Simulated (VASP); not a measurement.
## CsH: vibrations by perturbation theory with LDA

CsH:

```
Cs H
1.0
     0.00000    2.91830    2.91830
     2.91830    0.00000    2.91830
     2.91830    2.91830    0.00000
Cs H
1 1
Direct
  0.00000 0.00000 0.00000
  0.50000 0.50000 0.50000
```

| Item | Value |
| --- | --- |
| Program | VASP 6.6.1 |
| Task | vibrations by perturbation theory |
| Functional | LDA |
| Potentials or basis | VASP PAW LDA potentials, release 64 (Cs_sv, H) |
| Cutoff | 520 eV |
| k mesh | 8 × 8 × 8 |
| Occupations | gaussian, width 0.01 eV |
| Spin | no spin polarisation |
| Dipole correction | no |
| Further INCAR settings | ALGO = Normal; EDIFF = 1e-08; IBRION = 8; NSW = 1 |

| Quantity | Value |
| --- | --- |
| Electronic dielectric tensor (diagonal) | 4.10 |
| Born charges (mean of the diagonal) | Cs +1.19; H -1.19 e |
| Highest phonon frequency at Γ, LO-TO splitting left out | 557 cm⁻¹ |

Phonon frequencies in cm⁻¹ (negative: imaginary):
| q point | frequencies |
| --- | --- |
| (0.000, 0.000, 0.000) | 0 0 0 557 557 557 |

Electronic dielectric tensor:
```
4.10 0.00 0.00
0.00 4.10 0.00
0.00 0.00 4.10
```

Born effective charge tensors (e):
atom 1, Cs
```
1.19 0.00 0.00
0.00 1.19 0.00
0.00 0.00 1.19
```
atom 2, H
```
-1.19  0.00  0.00
 0.00 -1.19  0.00
 0.00  0.00 -1.19
```

Run time: 73 s on 1 thread of Intel(R) Xeon(R) 6975P-C (Granite Rapids), on a shared host, peak memory 0.23 GiB.

Caveat: the cell wasn't relaxed at this level first, which shifts response properties.
